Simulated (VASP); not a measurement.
# Si5Ge (Pmmm) in VASP: a series of runs, part 2 of 2

VASP 6.6.1. The steps go on from the part before.

## (4) Single point, PBE

This run uses another cell than the first one, of 15.57 Å³/atom, 1.005 times its volume.

Input file INCAR:

```
  PREC = Accurate
  ENCUT = 520
  EDIFF = 1E-6
  ISMEAR = 0
  SIGMA = 0.1
  LREAL = F
  LASPH = T
  NELM = 100
  ALGO = Normal
  ISIF = 2
  LWAVE = F
  LCHARG = F
  GGA = PE
  NBANDS = 26
```

Input file KPOINTS:

```
Automatic mesh
0
Gamma
  6 6 2
```

Input file POSCAR:

```
Si5Ge
1.0
    3.0275226388      0.0000000000      0.0000000000
    0.0000000000      3.4602786749      0.0000000000
    0.0000000000      0.0000000000      8.9177130038
Si Ge
5 1
Direct
    0.0000000000      0.0000000000      0.8386712174
    0.5000000000      0.5000000000      0.0000000000
    0.0000000000      0.0000000000      0.1613287826
    0.5000000000      0.5000000000      0.2997174019
    0.5000000000      0.5000000000      0.7002825981
    0.0000000000      0.0000000000      0.5000000000
```

Potentials or basis: VASP PAW PBE potentials, release 64 (Si, Ge_d).

Started as:

```console
$ cat potpaw_PBE.64/Si/POTCAR potpaw_PBE.64/Ge_d/POTCAR > POTCAR
$ mpirun -np 1 vasp_std > vasp.out
```

OUTCAR:

```text
PREC = Accurate
   ENCUT = 520
   EDIFF = 1E-6
   ISMEAR = 0
   LREAL = F
   LASPH = T
   NELM = 100
   ISIF = 2
   GGA = PE

 ion  position               nearest neighbor table
   1  0.000  0.000  0.839-   5 2.61   5 2.61   5 2.61   5 2.61   2 2.71   2 2.71   2 2.71   2 2.71
                             3 2.88   6 3.02
   2  0.500  0.500  0.000-   4 2.67   5 2.67   1 2.71   3 2.71   1 2.71   3 2.71   1 2.71   3 2.71
                             1 2.71   3 2.71
   3  0.000  0.000  0.161-   4 2.61   4 2.61   4 2.61   4 2.61   2 2.71   2 2.71   2 2.71   2 2.71
                             1 2.88   6 3.02
   4  0.500  0.500  0.300-   3 2.61   3 2.61   3 2.61   3 2.61   2 2.67   6 2.91   6 2.91   6 2.91
                             6 2.91
   5  0.500  0.500  0.700-   1 2.61   1 2.61   1 2.61   1 2.61   2 2.67   6 2.91   6 2.91   6 2.91
                             6 2.91
   6  0.000  0.000  0.500-   4 2.91   5 2.91   4 2.91   5 2.91   4 2.91   5 2.91   4 2.91   5 2.91
                             1 3.02   3 3.02

  LATTYP: Found a simple orthorhombic cell.
 ALAT       =     3.0275226388
 B/A-ratio  =     1.1429406441
 C/A-ratio  =     2.9455479175

  Lattice vectors:

 A1 = (   3.0275226388,   0.0000000000,   0.0000000000)
 A2 = (   0.0000000000,   3.4602786749,   0.0000000000)
 A3 = (   0.0000000000,   0.0000000000,   8.9177130038)
[... 183 lines left out ...]

 E-fermi :   9.1743     XC(G=0): -11.1074

 val. band max:        9.1063473790   @ k =   0.3333   0.0000   0.0000
 cond. band min:       9.2161699134   @ k =   0.0000   0.5000   0.5000
 fundamental gap:      0.1098225344
 Fermi energy:         9.1743453873

 k-point     1 :       0.0000    0.0000    0.0000
  band No.  band energies     occupation
      1     -15.6927      2.00000
      2     -15.6574      2.00000
      3     -15.6499      2.00000
      4     -15.6432      2.00000
      5     -15.6231      2.00000
      6      -4.9711      2.00000
[... 685 lines left out ...]
     25      12.2613      0.00000
     26      14.6909      0.00000

 [... further k-points ...]
[... 5 lines left out ...]
  --------------------------------------------------------------------------------------
  -------------------------------------------------------------------------------------
  Total       -0.0932297      0.0410596     -0.0489739     -0.0000000      0.0000000      0.0000000
  in kB       -1.5988686      0.7041628     -0.8398912     -0.0000000      0.0000000      0.0000000
  external PRESSURE =      -0.5781990 kB  Pullay stress =       0.0000000 kB

 VOLUME and BASIS-vectors are now :
 -----------------------------------------------------------------------------
  energy-cutoff  :      520.00
  volume of cell :       93.42
      direct lattice vectors                 reciprocal lattice vectors
     3.027522639  0.000000000  0.000000000     0.330303063  0.000000000  0.000000000
     0.000000000  3.460278675  0.000000000     0.000000000  0.288994065  0.000000000
     0.000000000  0.000000000  8.917713004     0.000000000  0.000000000  0.112136374

 POSITION                                       TOTAL-FORCE (eV/Angst)
 -----------------------------------------------------------------------------------
      0.00000      0.00000      7.47903        -0.000000      0.000000     -0.002716
      1.51376      1.73014      0.00000        -0.000000     -0.000000      0.000000
      0.00000      0.00000      1.43868         0.000000     -0.000000      0.002716
      1.51376      1.73014      2.67279         0.000000     -0.000000      0.010623
      1.51376      1.73014      6.24492        -0.000000     -0.000000     -0.010623
      0.00000      0.00000      4.45886        -0.000000     -0.000000      0.000000
 -----------------------------------------------------------------------------------
    total drift:                                0.000000      0.000000      0.000000

  FREE ENERGIE OF THE ION-ELECTRON SYSTEM (eV)
  ---------------------------------------------------
  free  energy   TOTEN  =       -28.7559710514 eV

  energy  without entropy=      -28.7495995112  energy(sigma->0) =      -28.75278528
```

OSZICAR:

```text
N       E                     dE             d eps       ncg     rms          rms(c)
DAV:   1     0.199102477150E+03    0.19910E+03   -0.14507E+04  2026   0.201E+03
DAV:   2     0.966820202170E-01   -0.19901E+03   -0.18515E+03  1838   0.561E+02
DAV:   3    -0.279589896935E+02   -0.28056E+02   -0.27253E+02  2020   0.105E+02
DAV:   4    -0.289938725928E+02   -0.10349E+01   -0.10286E+01  2130   0.206E+01
DAV:   5    -0.290149643240E+02   -0.21092E-01   -0.21076E-01  2156   0.339E+00    0.601E+00
DAV:   6    -0.287966657326E+02    0.21830E+00   -0.44686E-01  2218   0.498E+00    0.343E+00
DAV:   7    -0.287653240751E+02    0.31342E-01   -0.13538E-01  1964   0.169E+00    0.150E+00
DAV:   8    -0.287564669405E+02    0.88571E-02   -0.34503E-02  2050   0.949E-01    0.261E-01
DAV:   9    -0.287560267287E+02    0.44021E-03   -0.36520E-03  2042   0.280E-01    0.207E-01
DAV:  10    -0.287559927918E+02    0.33937E-04   -0.38596E-04  2078   0.110E-01    0.104E-01
DAV:  11    -0.287559708961E+02    0.21896E-04   -0.57708E-05  2064   0.407E-02    0.122E-02
DAV:  12    -0.287559710514E+02   -0.15533E-06   -0.59665E-06  2024   0.124E-02
   1 F= -.28755971E+02 E0= -.28752785E+02  d E =-.637154E-02
```

stdout:

```text
POSCAR found type information on POSCAR SiGe
 POSCAR found :  2 types and       6 ions
 scaLAPACK will be used
 LDA part: xc-table for (Slater+PW92), standard interpolation
 POSCAR, INCAR and KPOINTS ok, starting setup
 FFT: planning ... GRIDC
 FFT: planning ... GRID_SOFT
 FFT: planning ... GRID
 WAVECAR not read
 entering main loop
```

Run time: 46 s. Hardware: 1 thread of Intel Xeon 6975P-C, shared host; peak memory 0.24 GiB.

What came out:

- Free energy: -28.7560 eV
- Pressure: -0.1 GPa
- Largest force: 0.011 eV/Å
- Band gap on the k mesh: zero (band 17 reaches 12.15 eV, above the bottom of band 18 at 6.49 eV)

Forces on the atoms (eV/Å):
```
Si   0.000  0.000 -0.003
Si   0.000  0.000  0.000
Si   0.000  0.000  0.003
Si   0.000  0.000  0.011
Si   0.000  0.000 -0.011
Ge   0.000  0.000  0.000
```

Levels at points of the mesh, in eV from the Fermi level:
```
           k point  band 14  band 15  band 16  band 17  band 18  band 19
(0.00, 0.00, 0.00)    -0.38     0.15     0.17     0.49     1.26     1.56
(0.50, 0.00, 0.00)    -2.64    -2.45     0.45     0.62     1.78     2.05
(0.00, 0.50, 0.00)    -3.37    -3.30     2.77     2.97     3.82     4.05
(0.50, 0.50, 0.00)    -5.21    -4.60    -4.14    -4.07    -0.88    -0.88
(0.00, 0.00, 0.50)    -1.32    -0.27     0.27     1.10     1.16     1.25
(0.50, 0.00, 0.50)     0.52     0.61     0.76     0.89     1.11     1.15
(0.00, 0.50, 0.50)     0.04     0.07     0.30     0.52     2.83     3.11
(0.50, 0.50, 0.50)    -4.24    -3.63    -2.97    -2.75    -2.69    -2.61
```

## (5) Relaxation of cell and atoms, PBE

This run uses another cell than the first one, of 15.88 Å³/atom, 1.024 times its volume.

Input file INCAR:

```
SYSTEM = Si5Ge
ALGO = Normal ; EDIFF = 1E-6
EDIFFG = -0.04 ; ENCUT = 600
GGA = PE ; IBRION = 2
ISIF = 3 ; ISMEAR = 0
LASPH = .TRUE. ; LCHARG = .FALSE.
LREAL = .FALSE. ; LWAVE = .FALSE.
NELM = 100 ; NSW = 90
PREC = Accurate ; SIGMA = 0.1
```

Input file KPOINTS:

```
k-points
0
G
  6 4 2
  0 0 0
```

Input file POSCAR:

```
Si5Ge
1.0
    2.8211855700      0.0000000000      0.0000000000
    0.0000000000      3.9897589000      0.0000000000
    0.0000000000      0.0000000000      8.4635567200
Si Ge
5 1
Direct
    0.0000000000      0.0000000000      0.8333333300
    0.5000000000      0.5000000000      0.0000000000
    0.0000000000      0.0000000000      0.1666666700
    0.5000000000      0.5000000000      0.3333333300
    0.5000000000      0.5000000000      0.6666666700
    0.0000000000      0.0000000000      0.5000000000
```

Started as:

```console
$ cat potpaw_PBE.64/Si/POTCAR potpaw_PBE.64/Ge_d/POTCAR > POTCAR
$ mpirun -np 1 vasp_std > vasp.out
```

Run time: 6.8 min. Hardware: 1 thread of Intel Xeon 6975P-C, shared host; peak memory 0.26 GiB.

It converged, with:

| Property | Result |
| --- | --- |
| Free energy | -28.5197 eV |
| Relaxed volume | 15.51 Å³/atom |
| Relaxed cell | a = 2.841 Å, b = 3.684 Å, c = 8.893 Å, α = 90.00°, β = 90.00°, γ = 90.00° |
| Space group after relaxing (to 0.05 Å) | Pmmm (No. 47) |
| Energy gained by relaxing | 92.6 meV/atom |
| Ionic steps | 20 |
| Pressure after relaxing | 0.0 GPa |
| Largest force after relaxing | 0.020 eV/Å |

Forces on the atoms (eV/Å):
```
Si   0.000  0.000  0.020
Si   0.000  0.000  0.000
Si   0.000  0.000 -0.020
Si   0.000  0.000 -0.015
Si   0.000  0.000  0.015
Ge   0.000  0.000  0.000
```

Stress tensor (GPa, compression positive):
```
-0.07  0.00  0.00
 0.00  0.02  0.00
 0.00  0.00 -0.10
```

The path:
```csv
step,energy change (eV),largest force (eV/Å),pressure (GPa),volume (Å³)
1,0.0000,0.5314,-2.33,95.26
2,-0.3114,0.5862,0.37,91.99
3,-0.3209,0.5785,1.19,91.46
4,-0.3213,0.5786,1.32,91.32
5,-0.3647,0.4925,-0.12,92.69
6,-0.3995,0.4152,-3.33,96.09
7,-0.4206,0.3906,-3.19,95.94
8,-0.4789,0.3225,-2.70,95.46
9,-0.5439,0.0739,-1.43,94.51
10,-0.5448,0.0860,-1.09,94.37
11,-0.5448,0.0717,-1.22,94.40
12,-0.5503,0.0659,-0.63,93.67
13,-0.5524,0.0730,0.33,92.54
14,-0.5527,0.0711,0.17,92.77
15,-0.5538,0.0705,0.18,92.77
16,-0.5545,0.0705,0.20,92.76
17,-0.5546,0.0703,0.19,92.76
18,-0.5551,0.0568,0.03,92.95
19,-0.5553,0.0404,-0.17,93.17
20,-0.5557,0.0197,-0.05,93.08
```

Final structure:
```yaml
crystal:
  lattice:
    - [2.84125, 0.00000, 0.00000]
    - [0.00000, 3.68381, 0.00000]
    - [0.00000, 0.00000, 8.89305]
  atoms:
    - { symbol: Si, position: [0.00000, 0.00000, 0.85063] }
    - { symbol: Si, position: [0.50000, 0.50000, 0.00000] }
    - { symbol: Si, position: [0.00000, 0.00000, 0.14937] }
    - { symbol: Si, position: [0.50000, 0.50000, 0.29957] }
    - { symbol: Si, position: [0.50000, 0.50000, 0.70043] }
    - { symbol: Ge, position: [0.00000, 0.00000, 0.50000] }
```

Levels at points of the mesh, in eV from the Fermi level:
```tsv
k point	band 15	band 16	band 17	band 18	band 19	band 20
(0.00, 0.00, 0.00)	-1.13	-0.82	1.40	2.00	2.73	3.43
(0.50, 0.00, 0.00)	-1.88	-0.26	-0.20	1.15	1.24	1.38
(0.00, 0.50, 0.00)	-3.48	3.70	3.99	4.31	4.41	5.07
(0.50, 0.50, 0.00)	-4.35	-4.25	-4.12	-0.77	-0.64	0.58
(0.00, 0.00, 0.50)	-1.08	0.08	0.13	1.34	1.50	2.07
(0.50, 0.00, 0.50)	-0.12	0.75	1.07	1.11	1.12	1.17
(0.00, 0.50, 0.50)	-0.15	0.02	0.26	4.36	4.48	5.53
(0.50, 0.50, 0.50)	-3.34	-3.01	-2.94	-2.69	-2.37	-1.58
```

Caveat: the k points lie up to 0.43 Å⁻¹ apart in the final cell; the bands computed are all filled at some k points, so no gap is given.

## (6) Relaxation of cell and atoms, PBE

Input file INCAR:

```
SYSTEM = Si5Ge
ALGO     = Normal         ! electronic algorithm
EDIFF    = 1E-6           ! SCF threshold, eV
EDIFFG   = -0.04          ! ionic threshold
ENCUT    = 600            ! plane-wave cutoff, eV
GGA      = PE             ! functional
IBRION   = 2              ! ionic algorithm
ISIF     = 3              ! what is computed and relaxed
ISMEAR   = 0              ! smearing method
LASPH    = .TRUE.         ! aspherical terms in the spheres
LCHARG   = .FALSE.        ! write CHGCAR
LREAL    = .FALSE.        ! projectors in reciprocal space
LWAVE    = .FALSE.        ! write WAVECAR
NELM     = 60             ! most SCF steps
NSW      = 90             ! ionic steps
PREC     = Accurate       ! precision mode
SIGMA    = 0.1            ! smearing width, eV
```

Input file KPOINTS:

```
k-points
0
G
  6 6 2
  0 0 0
```

Input file POSCAR:

```
Si5Ge
1.0
    2.8372020219      0.0000000000      0.0000000000
    0.0000000000      3.6846098248      0.0000000000
    0.0000000000      0.0000000000      8.8958338658
Si Ge
5 1
Direct
    0.0000000000      0.0000000000      0.8513930907
    0.5000000000      0.5000000000      0.0000000000
    0.0000000000      0.0000000000      0.1486069093
    0.5000000000      0.5000000000      0.2996268065
    0.5000000000      0.5000000000      0.7003731935
    0.0000000000      0.0000000000      0.5000000000
```

Potentials or basis: VASP PAW PBE potentials, release 64 (Si, Ge_d).

Started as:

```console
$ cat potpaw_PBE.64/Si/POTCAR potpaw_PBE.64/Ge_d/POTCAR > POTCAR
$ mpirun -np 1 vasp_std > vasp.out
```

Run time: 10 min. Hardware: 1 thread of Intel Xeon 6975P-C, shared host; peak memory 0.27 GiB.

It converged, with:

```
Free energy                            : -28.7558 eV
Relaxed volume                         : 15.60 Å³/atom
Relaxed cell                           : a = 3.029 Å, b = 3.461 Å, c = 8.927 Å, α = 90.00°, β = 90.00°, γ = 90.00°
Space group after relaxing (to 0.05 Å) : Pmmm (No. 47)
Energy gained by relaxing              : 40.8 meV/atom
Ionic steps                            : 19
Pressure after relaxing                : -0.2 GPa
Largest force after relaxing           : 0.019 eV/Å
```

Forces on the atoms (eV/Å):
```
Si   0.000  0.000 -0.008
Si   0.000  0.000  0.000
Si   0.000  0.000  0.008
Si   0.000  0.000  0.019
Si   0.000  0.000 -0.019
Ge   0.000  0.000  0.000
```

Stress tensor (GPa, compression positive):
```
-0.26  0.00  0.00
 0.00 -0.01  0.00
 0.00  0.00 -0.20
```

The path:
| step | energy change (eV) | largest force (eV/Å) | pressure (GPa) | volume (Å³) |
| --- | --- | --- | --- | --- |
| 1 | 0.0000 | 0.3754 | 0.03 | 93.00 |
| 2 | -0.0647 | 0.4192 | -0.16 | 93.02 |
| 3 | -0.1488 | 0.2772 | 0.40 | 92.90 |
| 4 | -0.1558 | 0.2218 | 0.73 | 92.84 |
| 5 | -0.1409 | 0.0980 | 1.50 | 92.67 |
| 6 | -0.1544 | 0.1386 | 1.02 | 92.77 |
| 7 | -0.1574 | 0.1857 | 0.83 | 92.81 |
| 8 | -0.2004 | 0.0897 | -0.58 | 94.74 |
| 9 | -0.2010 | 0.1077 | -0.72 | 94.96 |
| 10 | -0.2125 | 0.1927 | -0.93 | 95.15 |
| 11 | -0.2150 | 0.1654 | -0.89 | 95.09 |
| 12 | -0.2329 | 0.1369 | -0.34 | 94.18 |
| 13 | -0.2270 | 0.1803 | 1.44 | 91.73 |
| 14 | -0.2416 | 0.1331 | 0.52 | 93.03 |
| 15 | -0.2418 | 0.1286 | 0.39 | 93.19 |
| 16 | -0.2436 | 0.0738 | -0.01 | 93.52 |
| 17 | -0.2436 | 0.0684 | -0.11 | 93.56 |
| 18 | -0.2446 | 0.0427 | -0.11 | 93.57 |
| 19 | -0.2450 | 0.0186 | -0.16 | 93.59 |

Final structure:
```xyz
6
Lattice="3.0293 0.0000 0.0000 0.0000 3.4606 0.0000 0.0000 0.0000 8.9274" Properties=species:S:1:pos:R:3 pbc="T T T"
Si    0.0000    0.0000    7.4883
Si    1.5147    1.7303    0.0000
Si    0.0000    0.0000    1.4391
Si    1.5147    1.7303    2.6718
Si    1.5147    1.7303    6.2556
Ge    0.0000    0.0000    4.4637
```

Levels at points of the mesh, in eV from the Fermi level:
```csv
k point,band 13,band 14,band 15,band 16,band 17,band 18,band 19,band 20
"(0.00, 0.00, 0.00)",-1.51,-0.36,0.14,0.17,0.49,1.25,1.55,2.84
"(0.50, 0.00, 0.00)",-2.80,-2.64,-2.45,0.45,0.62,1.78,2.05,2.37
"(0.00, 0.50, 0.00)",-3.70,-3.36,-3.29,2.76,2.97,3.80,4.03,4.13
"(0.50, 0.50, 0.00)",-5.23,-5.20,-4.59,-4.12,-4.05,-0.89,-0.89,0.05
"(0.00, 0.00, 0.50)",-2.15,-1.32,-0.26,0.26,1.09,1.17,1.26,2.60
"(0.50, 0.00, 0.50)",-5.63,0.51,0.60,0.76,0.88,1.09,1.14,1.53
"(0.00, 0.50, 0.50)",-6.18,0.03,0.06,0.30,0.52,2.82,3.10,3.80
"(0.50, 0.50, 0.50)",-5.78,-4.25,-3.63,-2.96,-2.74,-2.68,-2.60,-2.00
```

Caveat: the k points lie up to 0.35 Å⁻¹ apart in the final cell; the bands computed are all filled at some k points, so no gap is given.

## (7) The runs side by side

```csv
task,cell,k mesh,cutoff (eV),gap on the mesh (eV),pressure (GPa),relaxed volume (Å³/atom),largest force (eV/Å)
single point,"a = 2.837, b = 3.685, c = 8.896 Å, 6 atoms",6 × 4 × 2,520,none,0.0,-,0.02
single point,"a = 2.821, b = 3.990, c = 8.464 Å, 6 atoms",6 × 4 × 2,520,none,-2.3,-,0.53
single point,"a = 3.028, b = 3.460, c = 8.918 Å, 6 atoms",6 × 6 × 2,520,none,-0.1,-,0.01
relaxation of cell and atoms,"relaxed from a = 2.821, b = 3.990, c = 8.464 Å, 6 atoms",6 × 4 × 2,600,-,0.0,15.51,0.02
relaxation of cell and atoms,"relaxed from a = 2.837, b = 3.685, c = 8.896 Å, 6 atoms",6 × 6 × 2,600,-,-0.2,15.60,0.02
```

Alike in all rows: level PBE; potentials or basis VASP PAW PBE potentials, release 64 (Si, Ge_d); no spin polarisation; smearing gaussian 0.1 eV.

Caveats: some runs use coarse meshes; the bands computed are all filled at some k points, so no gap is given (some runs).

Total energies depend on the potentials used, so only differences within one code and one set of settings carry meaning.
